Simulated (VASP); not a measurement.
# GaN (Cm) in VASP: single point with PBE

Aim: the single point of GaN with PBE.

All numbers are computed with VASP 6.6.1; they aren't measurements. Logs are shortened: lines on timing, memory, paths and dates and some standing lists are left out, and cuts for length are marked.

## (1) The cell of the first run

It takes space group Cm (No. 8, monoclinic). Conventional cell: a = 5.574 Å, b = 3.218 Å, c = 5.243 Å, α = 90.00°, β = 90.00°, γ = 90.00°. Within 2.6 Å of Ga (site symmetry m) lie 4 N at 1.97 to 2.05 Å. Ga (site symmetry m) has 4 N at 1.77 to 2.04 Å within 2.3 Å. Within 2.3 Å of N (site symmetry m) lie 4 Ga at 1.77 to 2.05 Å. Within 2.6 Å of N (site symmetry m) lie 4 Ga at 1.97 to 1.98 Å.

## (2) Single point, PBE (atom 3 (N) moved +0.200 Å towards its neighbour atom 2 (Ga) at 1.967 Å)

Input file INCAR:

```
  ALGO = Normal
  EDIFF = 1E-6
  ENCUT = 520
  GGA = PE
  ISIF = 2
  ISMEAR = 0
  LASPH = T
  LCHARG = T
  LELF = T
  LREAL = F
  LVHAR = T
  LWAVE = F
  NBANDS = 26
  NELM = 100
  PREC = Accurate
  SIGMA = 0.05
```

Input file KPOINTS:

```
k-points
0
Gamma
  12 12 6
```

Input file POSCAR:

```
GaN
1.0
    3.2184289164      0.0000000000      0.0000000000
   -1.6092144582      2.7872412019      0.0000000000
    0.0000000000      0.0000000000      5.2430304702
Ga N
2 2
Direct
    0.3333333333      0.6666666667      0.9991316875
    0.6666666667      0.3333333333      0.4991316875
    0.2655599663      0.6327799831      0.3883992734
    0.6666666667      0.3333333333      0.8758683125
```

Potentials or basis: VASP PAW PBE potentials, release 64 (Ga_d, N).

Started as:

```
$ cat potpaw_PBE.64/Ga_d/POTCAR potpaw_PBE.64/N/POTCAR > POTCAR
$ mpirun -np 1 vasp_std > vasp.out
```

OUTCAR:

```text
EDIFF = 1E-6
   ENCUT = 520
   GGA = PE
   ISIF = 2
   ISMEAR = 0
   LASPH = T
   LREAL = F
   NELM = 100
   PREC = Accurate

 ion  position               nearest neighbor table
   1  0.333  0.667  0.999-   4 1.97   4 1.97   4 1.97   3 2.05
   2  0.667  0.333  0.499-   3 1.77   4 1.98   3 2.04   3 2.04
   3  0.266  0.633  0.388-   2 1.77   2 2.04   2 2.04   1 2.05
   4  0.667  0.333  0.876-   1 1.97   1 1.97   1 1.97   2 1.98

  LATTYP: Found a hexagonal cell.
 ALAT       =     3.2184289164
 C/A-ratio  =     1.6290651763

  Lattice vectors:

 A1 = (   3.2184289164,   0.0000000000,   0.0000000000)
 A2 = (  -1.6092144582,   2.7872412019,   0.0000000000)
 A3 = (   0.0000000000,   0.0000000000,   5.2430304702)

Analysis of symmetry for initial positions (statically):
=====================================================================
 Subroutine PRICEL returns:
 Original cell was already a primitive cell.

 Routine SETGRP: Setting up the symmetry group for a
 hexagonal supercell.

 Subroutine GETGRP returns: Found  2 space group operations
 (whereof  2 operations were pure point group operations)
 out of a pool of 24 trial point group operations.

The static configuration has the point symmetry C_1h.

Analysis of symmetry for dynamics (positions and initial velocities):
=====================================================================
 Subroutine PRICEL returns:
 Original cell was already a primitive cell.

 Routine SETGRP: Setting up the symmetry group for a
 hexagonal supercell.

 Subroutine GETGRP returns: Found  2 space group operations
 (whereof  2 operations were pure point group operations)
 out of a pool of 24 trial point group operations.

The dynamic configuration has the point symmetry C_1h.

 Subroutine INISYM returns: Found  2 space group operations
 (whereof  2 operations are pure point group operations),
 and found     1 'primitive' translations

----------------------------------------------------------------------------------------

                                     Primitive cell

  volume of cell :      47.0328

  direct lattice vectors                    reciprocal lattice vectors
     3.218428916  0.000000000  0.000000000     0.310710606  0.179388852  0.000000000
    -1.609214458  2.787241202  0.000000000     0.000000000  0.358777704  0.000000000
     0.000000000  0.000000000  5.243030470     0.000000000  0.000000000  0.190729389

  length of vectors
     3.218428916  3.218428916  5.243030470     0.358777704  0.358777704  0.190729389

  position of ions in fractional coordinates (direct lattice)
     0.333333333  0.666666667  0.999131687
     0.666666667  0.333333333  0.499131687
     0.265559966  0.632779983  0.388399273
     0.666666667  0.333333333  0.875868313

  ion indices of the primitive-cell ions
   primitive index   ion index
                 1           1
                 2           2
                 3           3
                 4           4

----------------------------------------------------------------------------------------

 KPOINTS: k-points

Automatic generation of k-mesh.
 Grid dimensions read from file:
 generate k-points for:   12   12    6

 Generating k-lattice:

  Cartesian coordinates                     Fractional coordinates (reciprocal lattice)
     0.025892551  0.014949071  0.000000000     0.083333333 -0.000000000  0.000000000
     0.000000000  0.029898142  0.000000000     0.000000000  0.083333333  0.000000000
     0.000000000  0.000000000  0.031788232     0.000000000  0.000000000  0.166666667

  Length of vectors
     0.029898142  0.029898142  0.031788232

  Shift w.r.t. Gamma in fractional coordinates (k-lattice)
     0.000000000  0.000000000  0.000000000

 Subroutine IBZKPT returns following result:
 ===========================================

 Found    242 irreducible k-points:

 Following reciprocal coordinates:
            Coordinates               Weight
  0.000000  0.000000  0.000000      1.000000
  0.083333  0.000000  0.000000      2.000000
  0.000000  0.083333  0.000000      4.000000
  0.166667  0.000000  0.000000      2.000000
  0.000000  0.166667  0.000000      4.000000
  0.250000  0.000000  0.000000      2.000000
[... 16 lines left out ...]
 -0.083333  0.416667  0.000000      4.000000
 -0.416667  0.333333  0.000000      4.000000
 [... further k-points ...]
   k-points           NKPTS =    242   k-points in BZ     NKDIM =    242   number of bands    NBANDS=     26
   number of dos      NEDOS =    301   number of ions     NIONS =      4
   total plane-waves  NPLWV =  23040
   dimension x,y,z NGX =    24 NGY =   24 NGZ =   40
   dimension x,y,z NGXF=    48 NGYF=   48 NGZF=   80
   ions per type =               2   2
   NGX,Y,Z   is equivalent  to a cutoff of  12.40, 12.40, 12.68 a.u.
   NGXF,Y,Z  is equivalent  to a cutoff of  24.79, 24.79, 25.37 a.u.
 SYSTEM =  unknown system
   PREC   = accura    normal or accurate (medium, high low for compatibility)
   ISTART =      0    job   : 0-new  1-cont  2-samecut
   ICHARG =      2    charge: 1-file 2-atom 10-const
   ISPIN  =      1    spin polarized calculation?
   LNONCOLLINEAR =      F non collinear calculations
   LSORBIT =      F    spin-orbit coupling
   LASPH  =      T    aspherical Exc in radial PAW
   ENCUT  =  520.0 eV  38.22 Ry    6.18 a.u.   5.98  5.98  9.75*2*pi/ulx,y,z
   NELM   =    100;   NELMIN=  2; NELMDL= -5     # of ELM steps
   EDIFF  = 0.1E-05   stopping-criterion for ELM
   LREAL  =      F    real-space projection
   EDIFFG = 0.1E-04   stopping-criterion for IOM
   NSW    =      0    number of steps for IOM
   IBRION =     -1    ionic relax: 0-MD 1-quasi-New 2-CG
   NFREE  =      0    steps in history (QN), initial steepest desc. (CG)
   ISIF   =      2    stress and relaxation
   ISYM   =      2    0-nonsym 1-usesym 2-fastsym
   POTIM  = 0.5000    time-step for ionic-motion
   TEBEG  =    0.0;   TEEND  =   0.0 temperature during run
   PSTRESS=    0.0 pullay stress
   NELECT =      36.0000    total number of electrons
   NUPDOWN=      -1.0000    fix difference up-down
   EMIN   =  10.00;   EMAX   =-10.00  energy-range for DOS
   EFERMI =   0.00;   METHOD = LEGACY
   ISMEAR =     0;   SIGMA  =   0.05  broadening in eV -4-tet -1-fermi 0-gaus
   EFERMI_NEDOS =   21; number of points for ismear=-14 and -15
   IALGO  =     38    algorithm
   IMIX   =      4    mixing-type and parameters
     AMIX     =   0.40;   BMIX     =  1.00
     AMIX_MAG =   1.60;   BMIX_MAG =  1.00
  volume/ion in A,a.u.               =      11.76        79.35
  Fermi-wavevector in a.u.,A,eV,Ry     =   1.497529  2.829920 30.512351  2.242595
  Thomas-Fermi vector in A             =   2.609406
   LORBIT       =      0    0 simple, 1 ext, 2 COOP (PROOUT), +10 PAW based schemes
   GGA     = PE    functional components
   LHFCALC =     F    Hartree Fock is set to
   AEXX    =    0.0000 exact exchange contribution
   IVDW    =     0    specifies the selected vdW correction
   LEPSILON=     F    determine dielectric tensor
   LRPA    =     F    only Hartree local field effects (RPA)
 non-spin polarized calculation
 Gauss-broadening in eV      SIGMA  =   0.05
  energy-cutoff  :      520.00
  volume of cell :       47.03
 maximum number of plane-waves:      1290
   NGX = 11   NGY = 11   NGZ = 19

 number of electron      35.9999953 magnetization

 Free energy of the ion-electron system (eV)
  ---------------------------------------------------
  ext. energy  EPLUGINS =         0.00000000
  ---------------------------------------------------
  free energy    TOTEN  =       -23.98167605 eV

  energy without entropy =      -23.98167605  energy(sigma->0) =      -23.98167605

 E-fermi :   5.3060     XC(G=0): -11.5138

 val. band max:        5.0883355557   @ k =   0.0000   0.0000   0.0000
 cond. band min:       6.7128019157   @ k =   0.0000   0.0000   0.0000
 fundamental gap:      1.6244663599
 Fermi energy:         5.3059668370

 k-point     1 :       0.0000    0.0000    0.0000
  band No.  band energies     occupation
      1     -10.8282      2.00000
      2     -10.0077      2.00000
      3      -8.4500      2.00000
      4      -8.4352      2.00000
      5      -8.4269      2.00000
      6      -8.3852      2.00000
[... 18 lines left out ...]
     25      15.8268      0.00000
     26      17.4325      0.00000

 k-point     2 :       0.0833    0.0000    0.0000
  band No.  band energies     occupation
      1     -10.7617      2.00000
      2      -9.9893      2.00000
      3      -8.4499      2.00000
      4      -8.4163      2.00000
      5      -8.4069      2.00000
      6      -8.3774      2.00000
[... 18 lines left out ...]
     25      16.0084      0.00000
     26      17.0035      0.00000

 k-point     3 :       0.0000    0.0833    0.0000
  band No.  band energies     occupation
      1     -10.7666      2.00000
      2      -9.9895      2.00000
      3      -8.4572      2.00000
      4      -8.4265      2.00000
      5      -8.4012      2.00000
      6      -8.3708      2.00000
[... 18 lines left out ...]
     25      15.7982      0.00000
     26      17.4362      0.00000

 k-point     4 :       0.1667    0.0000    0.0000
  band No.  band energies     occupation
      1     -10.5814      2.00000
      2      -9.9439      2.00000
      3      -8.4202      2.00000
      4      -8.3901      2.00000
      5      -8.3761      2.00000
      6      -8.3175      2.00000
[... 18 lines left out ...]
     25      16.4787      0.00000
     26      16.7031      0.00000
[... 496 lines left out ...]
      1     -10.0531      2.00000
      2      -9.8414      2.00000
      3      -8.3703      2.00000
      4      -8.3459      2.00000
      5      -8.2733      2.00000
      6      -8.2492      2.00000
[... 18 lines left out ...]
     25      16.5032      0.00000
     26      18.1042      0.00000

 k-point    23 :      -0.0833    0.4167    0.0000
  band No.  band energies     occupation
      1     -10.1147      2.00000
      2      -9.8330      2.00000
      3      -8.4103      2.00000
      4      -8.3782      2.00000
      5      -8.2853      2.00000
      6      -8.2634      2.00000
[... 18 lines left out ...]
     25      16.4312      0.00000
     26      17.9627      0.00000

 k-point    24 :      -0.4167    0.3333    0.0000
  band No.  band energies     occupation
      1     -10.1045      2.00000
      2      -9.8362      2.00000
      3      -8.4037      2.00000
      4      -8.3689      2.00000
      5      -8.2797      2.00000
      6      -8.2544      2.00000
[... 18 lines left out ...]
     25      16.5736      0.00000
     26      17.8235      0.00000

 [... further k-points ...]

------------------------ aborting loop because EDIFF is reached ----------------------------------------

  FORCE on cell =-STRESS in cart. coord.  units (eV):
  Direction    XX          YY          ZZ          XY          YZ          ZX
  --------------------------------------------------------------------------------------
  -------------------------------------------------------------------------------------
  Total        2.4465531      0.1023788     -0.1181324      2.0301146     -0.7298233     -1.2640928
  in kB       83.3420884      3.4875433     -4.0241941     69.1560646    -24.8615076    -43.0614520
  external PRESSURE =      27.6018125 kB  Pullay stress =       0.0000000 kB

 VOLUME and BASIS-vectors are now :
 -----------------------------------------------------------------------------
  energy-cutoff  :      520.00
  volume of cell :       47.03
      direct lattice vectors                 reciprocal lattice vectors
     3.218428916  0.000000000  0.000000000     0.310710606  0.179388852  0.000000000
    -1.609214458  2.787241202  0.000000000     0.000000000  0.358777704  0.000000000
     0.000000000  0.000000000  5.243030470     0.000000000  0.000000000  0.190729389

 POSITION                                       TOTAL-FORCE (eV/Angst)
 -----------------------------------------------------------------------------------
     -0.00000      1.85816      5.23848        -0.207262     -0.119663      0.343953
      1.60921      0.92908      2.61696        -2.880380     -1.662988      0.830683
     -0.16359      1.76371      2.03639         3.211504      1.854163     -1.555271
      1.60921      0.92908      4.59220        -0.123862     -0.071512      0.380635
 -----------------------------------------------------------------------------------
    total drift:                                0.000038      0.000021     -0.001255

  FREE ENERGIE OF THE ION-ELECTRON SYSTEM (eV)
  ---------------------------------------------------
  free  energy   TOTEN  =       -23.9816760517 eV

  energy  without entropy=      -23.9816760517  energy(sigma->0) =      -23.98167605
```

Run time: 1.7 min. Hardware: 1 thread of Intel Xeon 6975P-C (Granite Rapids), shared host; peak memory 0.34 GiB.

Results:

| Property | Result |
| --- | --- |
| Free energy | -23.9817 eV |
| Pressure | 2.8 GPa |
| Largest force | 4.021 eV/Å |
| Band gap on the k mesh | 1.62 eV |

Forces in eV/Å, atoms in the order of the input:
```
Ga  -0.207 -0.120  0.344
Ga  -2.880 -1.663  0.831
N    3.212  1.854 -1.555
N   -0.124 -0.072  0.381
```

Stress tensor (GPa, compression positive):
```
 8.33  6.92 -4.31
 6.92  0.35 -2.49
-4.31 -2.49 -0.40
```

Caveat: the cell differs from its parent crystal (atom 3 (N) moved +0.200 Å towards its neighbour atom 2 (Ga) at 1.967 Å); forces of over 1 eV/Å act on the atoms, so gaps and moduli don't describe the material at rest.
